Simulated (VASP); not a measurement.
# CoSi2 (MoSi2 type) (I4/mmm) in VASP: a series of runs, part 2 of 2

VASP 6.6.1. Earlier steps stand in the parts before.

## 3. Single point, PBE

Input file INCAR:

```
SYSTEM = CoSi2
ALGO = Normal
EDIFF = 1E-6
ENCUT = 520
GGA = PE
ISIF = 2
ISMEAR = -1
LASPH = .True.
LCHARG = .False.
LREAL = .False.
LWAVE = .False.
NBANDS = 16
NELM = 60
PREC = Accurate
SIGMA = 0.08
```

Input file KPOINTS:

```
k-points
0
Gamma
  15 15 15
  0 0 0
```

Input file POSCAR:

```
CoSi2
1.0
   -1.5332738092      1.5332738092      3.4401317815
    1.5332738092     -1.5332738092      3.4401317815
    1.5332738092      1.5332738092     -3.4401317815
Co Si
1 2
Direct
    0.0000000000      0.0000000000      0.0000000000
    0.3349246006      0.3349246006      0.0000000000
   -0.3349246006     -0.3349246006      0.0000000000
```

Potentials or basis: VASP PAW PBE potentials, release 64 (Co, Si).

Launch:

```bash
$ cat potpaw_PBE.64/Co/POTCAR potpaw_PBE.64/Si/POTCAR > POTCAR
$ mpirun -np 1 vasp_std > vasp.out
```

Wall time 93 s (1 thread of Intel Xeon 6975P-C (Granite Rapids), shared host); peak memory 0.28 GiB.

Results (log left out):

| Property | Result |
| --- | --- |
| Free energy | -17.9925 eV |
| Pressure | 23.9 GPa |
| Largest force | 0.007 eV/Å |

Forces on the atoms (eV/Å):
```
Co   0.000  0.000  0.000
Si   0.000  0.000  0.007
Si   0.000  0.000 -0.007
```

Stress tensor (GPa, compression positive):
```
23.83  0.00  0.00
 0.00 23.83  0.00
 0.00  0.00 24.04
```

Levels at points of the mesh, in eV from the Fermi level:
| k point | band 4 | band 5 | band 6 | band 7 | band 8 | band 9 | band 10 | band 11 | band 12 | band 13 |
| --- | --- | --- | --- | --- | --- | --- | --- | --- | --- | --- |
| (0.00, 0.00, 0.00) | -3.72 | -3.37 | -3.01 | -2.08 | 0.45 | 2.34 | 2.34 | 2.43 | 2.43 | 2.79 |

Spin polarisation is off, so any magnetic state and its effect on volume and gap are missing.

## 4. Relaxation of cell and atoms, PBE, target pressure 24 GPa, at which the enthalpy is minimised

Input file INCAR:

```
SYSTEM = CoSi2
PREC = Accurate
ENCUT = 600
EDIFF = 1E-6
ISMEAR = -1
SIGMA = 0.08
LREAL = .FALSE.
LASPH = .TRUE.
NELM = 100
ALGO = Normal
ISIF = 3
LWAVE = .FALSE.
LCHARG = .FALSE.
GGA = PE
IBRION = 2
NSW = 32
EDIFFG = -0.005
PSTRESS = 240.0
```

Input file KPOINTS:

```
regular mesh
0
G
  15 15 15
  0 0 0
```

Input file POSCAR:

```
CoSi2
1.0
   -1.5333436303      1.5333436303      3.4401253306
    1.5333436303     -1.5333436303      3.4401253306
    1.5333436303      1.5333436303     -3.4401253306
Co Si
1 2
Direct
    0.0000000000      0.0000000000      0.0000000000
    0.3349333969      0.3349333969      0.0000000000
   -0.3349333969     -0.3349333969      0.0000000000
```

Launch:

```bash
$ cat potpaw_PBE.64/Co/POTCAR potpaw_PBE.64/Si/POTCAR > POTCAR
$ mpirun -np 1 vasp_std > vasp.out
```

It took 3.1 min on 1 thread of Intel Xeon 6975P-C (Granite Rapids), shared host; peak memory 0.31 GiB.

It converged, with:

```
Free energy                                            : -17.9896 eV
Relaxed volume                                         : 10.78 Å³/atom
Relaxed cell                                           : a = 4.066 Å, b = 4.066 Å, c = 4.066 Å, α = 135.71°, β = 135.71°, γ = 64.43°
Space group after relaxing (to 0.05 Å)                 : I4/mmm (No. 139)
Energy change on relaxing (the enthalpy is what falls) : +1.1 meV/atom
Ionic steps                                            : 10
Pressure after relaxing                                : 24.0 GPa
```

Forces on the atoms (eV/Å):
```
Co   0.000  0.000  0.000
Si   0.000  0.000  0.002
Si   0.000  0.000 -0.002
```

Stress tensor (GPa, compression positive):
```
23.95  0.00  0.00
 0.00 23.95  0.00
 0.00  0.00 24.07
```

The path:
```tsv
step	energy change (eV)	largest force (eV/Å)	pressure (GPa)	volume (Å³)
1	0.0000	0.0042	23.86	32.35
2	0.0066	0.0011	24.18	32.31
3	0.0040	0.0026	24.07	32.33
4	0.0036	0.0026	24.04	32.33
5	0.0037	0.0026	24.25	32.33
6	-0.0016	0.0019	23.77	32.36
7	0.0008	0.0021	23.84	32.35
8	0.0019	0.0023	23.87	32.34
9	0.0028	0.0024	23.93	32.33
10	0.0032	0.0025	23.99	32.33
```

Final structure:
```
CELL_PARAMETERS angstrom
-1.53278 1.53278 3.44036
1.53278 -1.53278 3.44036
1.53278 1.53278 -3.44036
ATOMIC_POSITIONS crystal
Co 0.00000 0.00000 0.00000
Si 0.33495 0.33495 0.00000
Si 0.66505 0.66505 0.00000
```

Levels at points of the mesh, in eV from the Fermi level:
```tsv
k point	band 6	band 7	band 8	band 9	band 10	band 11
(0.00, 0.00, 0.00)	-3.01	-2.08	0.44	2.34	2.34	2.43
```

Caveat: the cell is relaxed towards a set pressure, so the enthalpy falls and the energy may rise. Spin polarisation is off, so any magnetic state and its effect on volume and gap are missing.

## 5. Relaxation of cell and atoms, PBE, target pressure 24 GPa, at which the enthalpy is minimised

This run uses another cell than the first one, of 11.55 Å³/atom, 1.071 times its volume.

Edit INCAR of step 4 so:

```diff
@@ -8,3 +8,3 @@
 LASPH = .TRUE.
-NELM = 100
+NELM = 60
 ALGO = Normal
@@ -15,3 +15,3 @@
 IBRION = 2
-NSW = 32
+NSW = 60
 EDIFFG = -0.005
```

Input file KPOINTS:

```
Automatic mesh
0
G
  15 15 15
  0 0 0
```

Input file POSCAR:

```
CoSi2
1.0
   -1.5232674418      1.5232674418      3.7320052325
    1.5232674418     -1.5232674418      3.7320052325
    1.5232674418      1.5232674418     -3.7320052325
Co Si
1 2
Direct
    0.0000000000      0.0000000000      0.0000000000
    0.3350000000      0.3350000000      0.0000000000
   -0.3350000000     -0.3350000000      0.0000000000
```

Potentials or basis: VASP PAW PBE potentials, release 64 (Co, Si).

Launch:

```bash
$ cat potpaw_PBE.64/Co/POTCAR potpaw_PBE.64/Si/POTCAR > POTCAR
$ mpirun -np 1 vasp_std > vasp.out
```

OUTCAR:

```text
SYSTEM = CoSi2
   PREC = Accurate
   ENCUT = 600
   EDIFF = 1E-6
   ISMEAR = -1
   LREAL = .FALSE.
   LASPH = .TRUE.
   NELM = 60
   ISIF = 3
   GGA = PE
   IBRION = 2
   NSW = 60
   EDIFFG = -0.005
   PSTRESS = 240.0

 ion  position               nearest neighbor table
   1  0.000  0.000  0.000-   3 2.48   3 2.48   2 2.48   2 2.48   3 2.48   3 2.48   2 2.48   2 2.48
                             2 2.50   3 2.50
   2  0.335  0.335  0.000-   3 2.46   1 2.48   1 2.48   1 2.48   1 2.48   3 2.50   3 2.50   3 2.50
                             3 2.50   1 2.50
   3  0.665  0.665  0.000-   2 2.46   1 2.48   1 2.48   1 2.48   1 2.48   2 2.50   2 2.50   2 2.50
                             2 2.50   1 2.50

  LATTYP: Found a body centered tetragonal cell.
 ALAT       =     3.0465348836
 C/A-ratio  =     2.4500000001

[... 388 lines left out ...]

 E-fermi :  13.6415     XC(G=0): -12.7384

 val. band max:       13.6285807267   @ k =   0.4667   0.2000   0.0000
 cond. band min:      13.6553442712   @ k =  -0.2000  -0.4000   0.0667
 fundamental gap:      0.0267635445
 Fermi energy:        13.6415472174

 k-point     1 :       0.0000    0.0000    0.0000
  band No.  band energies     occupation
      1      -2.1192      2.00000
      2       7.0209      2.00000
      3       9.9158      2.00000
      4       9.9158      2.00000
      5      10.2679      2.00000
      6      10.6184      2.00000
      7      11.5560      2.00000
      8      14.0829      0.00801
      9      15.9806      0.00000
     10      15.9806      0.00000
     11      16.0756      0.00000
     12      16.4335      0.00000
[... 331 lines left out ...]
 k-point    24 :       0.2000    0.1333    0.0000
  band No.  band energies     occupation
      1      -0.9030      2.00000
      2       6.0979      2.00000
      3       8.2866      2.00000
      4       9.6923      2.00000
      5      10.1148      2.00000
      6      10.3973      2.00000
      7      10.7882      2.00000
      8      12.9957      1.99938
      9      13.6699      0.82438
     10      15.1044      0.00000
     11      16.4786      0.00000
     12      17.9328      0.00000

 [... further k-points ...]
[... 5 lines left out ...]
  --------------------------------------------------------------------------------------
  -------------------------------------------------------------------------------------
  Total        4.8463203      4.8463203      4.8427676      0.0000000      0.0000000      0.0000000
  in kB      240.1888638    240.1888638    240.0127836      0.0000000      0.0000000      0.0000000
  external PRESSURE =       0.1301704 kB  Pullay stress =     240.0000000 kB
[... 22 lines left out ...]
  energy  without entropy=      -17.9670210071  energy(sigma->0) =      -17.97825532

  enthalpy is  TOTEN    =       -13.1469800183 eV   P V=        4.8425096199

 reached required accuracy - stopping structural energy minimisation
```

Wall time 9.3 min (1 thread of Intel Xeon 6975P-C (Granite Rapids), shared host); peak memory 0.35 GiB.

What came out:

```yaml
Free_energy: -17.9895 eV
Relaxed_volume: 10.78 Å³/atom
Relaxed_cell: a = 4.067 Å, b = 4.067 Å, c = 4.067 Å, α = 135.73°, β = 135.73°, γ = 64.40°
Space_group_after_relaxing_to_0.05_Å: I4/mmm (No. 139)
Energy_change_on_relaxing_the_enthalpy_is_what_falls: +22.2 meV/atom
Ionic_steps: 13
Pressure_after_relaxing: 24.0 GPa
```

Step by step:
| step | energy change (eV) | largest force (eV/Å) | pressure (GPa) | volume (Å³) |
| --- | --- | --- | --- | --- |
| 1 | 0.0000 | 0.3146 | 6.75 | 34.64 |
| 2 | 1.0283 | 0.5528 | 65.11 | 28.73 |
| 3 | 0.2043 | 0.0632 | 26.89 | 31.84 |
| 4 | 0.2125 | 0.0560 | 27.40 | 31.78 |
| 5 | 0.1178 | 0.3008 | 26.52 | 32.02 |
| 6 | 0.1155 | 0.3294 | 26.49 | 32.04 |
| 7 | 0.0067 | 0.1193 | 20.27 | 32.76 |
| 8 | 0.0559 | 0.0929 | 23.43 | 32.40 |
| 9 | 0.0714 | 0.0431 | 24.24 | 32.30 |
| 10 | 0.0669 | 0.0043 | 24.07 | 32.33 |
| 11 | 0.0664 | 0.0005 | 24.02 | 32.33 |
| 12 | 0.0666 | 0.0024 | 24.01 | 32.33 |
| 13 | 0.0665 | 0.0016 | 24.01 | 32.33 |

Final structure:
```yaml
crystal:
  lattice:
    - [-1.53246, 1.53246, 3.44136]
    - [1.53246, -1.53246, 3.44136]
    - [1.53246, 1.53246, -3.44136]
  atoms:
    - { symbol: Co, position: [0.00000, 0.00000, 0.00000] }
    - { symbol: Si, position: [0.33498, 0.33498, 0.00000] }
    - { symbol: Si, position: [0.66502, 0.66502, 0.00000] }
```

Levels at points of the mesh, in eV from the Fermi level:
```tsv
k point	band 6	band 7	band 8	band 9	band 10	band 11
(0.00, 0.00, 0.00)	-3.02	-2.09	0.44	2.34	2.34	2.43
```

Caveat: the cell is relaxed towards a set pressure, so the enthalpy falls and the energy may rise. Spin polarisation is off, so any magnetic state and its effect on volume and gap are missing.

## 6. Overview

```tsv
task	cell	cutoff (eV)	gap on the mesh (eV)	pressure (GPa)
single point	a = 4.067 Å, angles 135.7, 135.7, 64.5°, 3 atoms	520	none	23.9
single point	a = 4.066 Å, angles 135.7, 135.7, 64.4°, 3 atoms	520	none	23.9
relaxation of cell and atoms	relaxed to 24 GPa from a = 4.067 Å, angles 135.7, 135.7, 64.5°, 3 atoms	600	none	24.0
relaxation of cell and atoms	relaxed to 24 GPa from a = 4.309 Å, angles 138.6, 138.6, 60.0°, 3 atoms	600	none	24.0
```

Alike in all rows: level PBE; potentials or basis VASP PAW PBE potentials, release 64 (Co, Si); no spin polarisation; k mesh 15 × 15 × 15; smearing fermi-dirac 0.08 eV.

Caveats: the cell is relaxed towards a set pressure, so the enthalpy falls and the energy may rise (some runs).

Total energies depend on the potentials used, so only differences within one code and one set of settings carry meaning.
